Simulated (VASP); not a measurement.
Wanted: the native input for a VASP 6.6.1 run.

```yaml
Task: relaxation of cell and atoms
Functional: PBE
Potentials_or_basis: VASP PAW PBE potentials, release 64 (Al, B, Sb_d_GW)
Cutoff: 560 eV
k_mesh: 3 × 3 × 4
Occupations: gaussian, width 0.2 eV
Spin: no spin polarisation
Dipole_correction: no
Further_INCAR_settings: ALGO = Normal; EDIFF = 1e-07; IBRION = 2; EDIFFG = -0.08; NSW = 36; ISIF = 3
```

The structure of Al3BSb2 lies in POSCAR:

```
Al3BSb2
1.0
    5.9566818900      0.0000000000      0.0000000000
   -2.9783409400      5.1586378400      0.0000000000
    0.0000000000      0.0000000000      4.3301230200
Al B Sb
3 1 2
Direct
    0.3338896700      0.0000000000      0.0000000000
    0.0000000000      0.3338896700      0.0000000000
    0.6661103300      0.6661103300      0.0000000000
    0.0000000000      0.0000000000      0.0000000000
    0.3333333300      0.6666666700      0.0000000000
    0.6666666700      0.3333333300      0.0000000000
```

The cell was generated, and may not be a known phase.

These files were run (other wordings do the same):

INCAR

```
ALGO = Normal
EDIFF = 1E-7
EDIFFG = -0.08
ENCUT = 560
GGA = PE
GGA_COMPAT = F
IBRION = 2
ISIF = 3
ISMEAR = 0
LASPH = T
LCHARG = F
LREAL = F
LWAVE = F
NELM = 120
NELMIN = 4
NSW = 36
PREC = Accurate
SIGMA = 0.2
```

KPOINTS

```
k-points
0
Gamma
  3 3 4
```

Potentials or basis: VASP PAW PBE potentials, release 64 (Al, B, Sb_d_GW).

Command:

```bash
$ cat potpaw_PBE.64/Al/POTCAR potpaw_PBE.64/B/POTCAR potpaw_PBE.64/Sb_d_GW/POTCAR > POTCAR
$ mpirun -np 1 vasp_std > vasp.out
```

It gave:

* Relaxed volume: 26.04 Å³/atom
* Relaxed cell: a = 7.302 Å, b = 7.302 Å, c = 3.384 Å, α = 90.00°, β = 90.00°, γ = 120.00°
* Space group after relaxing (to 0.1 Å): P-62m (No. 189)
* Energy gained by relaxing: 3370.4 meV/atom
* Ionic steps: 20
* Pressure after relaxing: 0.2 GPa
* Largest force after relaxing: 0.015 eV/Å
* Band gap on the k mesh: zero (bands 21 and 22 overlap by 2.76 eV)

Caveat: the k points lie up to 0.46 Å⁻¹ apart in the final cell, too coarse for converged energies and pressures of a metal; the volume moved by over 15 % at a fixed basis, so the end points are rough; spin-orbit coupling is left out, which moves the levels of the heavy elements.

Run time: 18 min on 1 thread of AMD EPYC 7R43 64-Core Processor (Zen 3), on a shared host, peak memory 0.27 GiB.
